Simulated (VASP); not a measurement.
Input of a VASP 6.6.1 run:

The input INCAR:

```
PREC     = Accurate       # precision mode
ENCUT    = 520            # plane-wave cutoff, eV
EDIFF    = 1E-6           # SCF threshold, eV
ISMEAR   = 0              # smearing method
SIGMA    = 0.15           # smearing width, eV
LREAL    = False          # projectors in reciprocal space
LASPH    = True           # aspherical terms in the spheres
NELM     = 60             # most SCF steps
ALGO     = Normal         # electronic algorithm
ISIF     = 2              # what is computed and relaxed
LWAVE    = False          # write WAVECAR
LCHARG   = True           # write CHGCAR
LELF     = True           # ELF
LVHAR    = True         
NBANDS   = 20             # bands
```

Contents of KPOINTS:

```
Automatic mesh
0
Gamma
  18 18 10
```

Contents of POSCAR:

```
Ta2N
1.0
    3.1135773215      0.0000000000      0.0000000000
   -1.5567886608      2.6964370570      0.0000000000
    0.0000000000      0.0000000000      4.9997824628
Ta N
2 1
Direct
    0.6666666667      0.3333333333      0.7466885012
    0.3333333333      0.6666666667      0.2533114988
    0.0000000000      0.0000000000      0.0000000000
```

Potentials or basis: VASP PAW LDA potentials, release 64 (Ta_pv, N).

Launch:

```sh
$ cat potpaw_LDA.64/Ta_pv/POTCAR potpaw_LDA.64/N/POTCAR > POTCAR
$ mpirun -np 1 vasp_std > vasp.out
```

(1) What does it give for the largest force?

(2) Estimate the band gap on the k mesh.

(3) What does it give for the pressure?

Answers

(1) 0.262 eV/Å.

(2) zero (an odd number of electrons rules out a gap without spin polarisation).

(3) -19.5 GPa.

Caveat: the cell stands under tension; spin-orbit coupling is left out, which moves the levels of the heavy elements.
